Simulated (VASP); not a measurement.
Input of a VASP 6.6.1 run:

The input INCAR:

```
  ALGO = Normal
  EDIFF = 1E-6
  ENCUT = 520
  GGA = PE
  ISIF = 2
  ISMEAR = -1
  IVDW = 12
  LASPH = T
  LCHARG = T
  LELF = T
  LREAL = Auto
  LVHAR = T
  LWAVE = F
  NBANDS = 91
  NELM = 100
  PREC = Accurate
  SIGMA = 0.02
```

The input KPOINTS:

```
k-points
0
Gamma
  2 2 1
```

POSCAR

```
H2C32O
1.0
    9.8640000000      0.0000000000      0.0000000000
   -4.9320000000      8.5424750000      0.0000000000
    0.0000000000      0.0000000000     13.0000000000
C O H
32 1 2
Direct
   -0.0068667957     -0.0033084089      0.0671404615
    0.1597898816      0.0800021071      0.0671668462
   -0.0068671171      0.2466684421      0.0671082308
    0.1597836436      0.3300170033      0.0671125385
   -0.0068252544      0.4966530192      0.0670284615
    0.1598239730      0.5799991220      0.0671211538
   -0.0068266609      0.7467006927      0.0670252308
    0.1598267394      0.8299963418      0.0671676154
    0.2431231479     -0.0033518389      0.0671829231
    0.4097684337      0.0799006143      0.0671272308
    0.2430583680      0.2466540435      0.0671013846
    0.4097581441      0.3300517707      0.0668310000
    0.2431430020      0.4966732709      0.0670558462
    0.4097851845      0.5800322506      0.0668782308
    0.2431499143      0.7466627646      0.0671560000
    0.4098052583      0.8299844015      0.0671365385
    0.4931476342     -0.0033638963      0.0671215385
    0.6598099053      0.0799953175      0.0670303846
    0.4931470823      0.2466329723      0.0668456154
    0.6598849404      0.3299643253      0.0666063077
    0.4930980743      0.4967433911      0.0666059231
    0.6597827260      0.5800583555      0.0665501538
    0.4931342040      0.7466718954      0.0669957692
    0.6597848426      0.8300277145      0.0669948462
    0.7431349221     -0.0033236269      0.0670747692
    0.9097988576      0.0800127598      0.0671105385
    0.7431770027      0.2466384742      0.0668682308
    0.9098188225      0.3299973368      0.0669890000
    0.7431872234      0.4966856795      0.0665653846
    0.9098946904      0.5800355283      0.0668943846
    0.7431514371      0.7467422498      0.0668536923
    0.9098195509      0.8300320457      0.0670031538
    0.5900821753      0.4178340586      0.3223493846
    0.5212004545      0.3462382974      0.2700762308
    0.6752934675      0.4989391248      0.2825873077
```

Potentials or basis: VASP PAW PBE potentials, release 64 (C, O, H).

Command:

```bash
$ cat potpaw_PBE.64/C/POTCAR potpaw_PBE.64/O/POTCAR potpaw_PBE.64/H/POTCAR > POTCAR
$ mpirun -np 1 vasp_std > vasp.out
```

Problem. Estimate the largest force.

Solution. 0.132 eV/Å.

Problem. Predict the dispersion energy per atom.

Solution. -0.085 eV.

Problem. Predict the band gap on the k mesh.

Solution. 1.96 eV.

Forces in eV/Å, atoms in the order of the input:
```
C   -0.002  0.001 -0.002
C    0.004 -0.002  0.000
C   -0.002  0.001 -0.002
C    0.001  0.000  0.001
C   -0.001 -0.001 -0.003
C    0.003  0.000  0.002
C   -0.001  0.000 -0.002
C    0.003  0.001  0.001
C   -0.002  0.001 -0.002
C    0.003  0.006  0.000
C   -0.003  0.001 -0.003
C    0.006 -0.004  0.001
C   -0.002  0.000 -0.003
C   -0.001  0.003  0.001
C   -0.001  0.000 -0.002
C    0.003  0.001  0.001
C    0.000  0.000 -0.002
C    0.001  0.000  0.003
C    0.001 -0.001 -0.002
C   -0.003  0.000  0.001
C   -0.003  0.001  0.003
C    0.005  0.000  0.002
C   -0.002  0.001 -0.002
C    0.001  0.001  0.002
C   -0.001  0.002 -0.003
C    0.002 -0.001  0.002
C    0.000  0.001 -0.003
C    0.002  0.000  0.003
C    0.000 -0.003  0.001
C    0.000  0.002  0.002
C   -0.001  0.002 -0.001
C    0.002  0.001  0.003
O   -0.013 -0.012  0.074
H   -0.062 -0.107 -0.046
H    0.062  0.105 -0.024
```

Caveat: there is no dipole correction, which matters where the two faces differ.
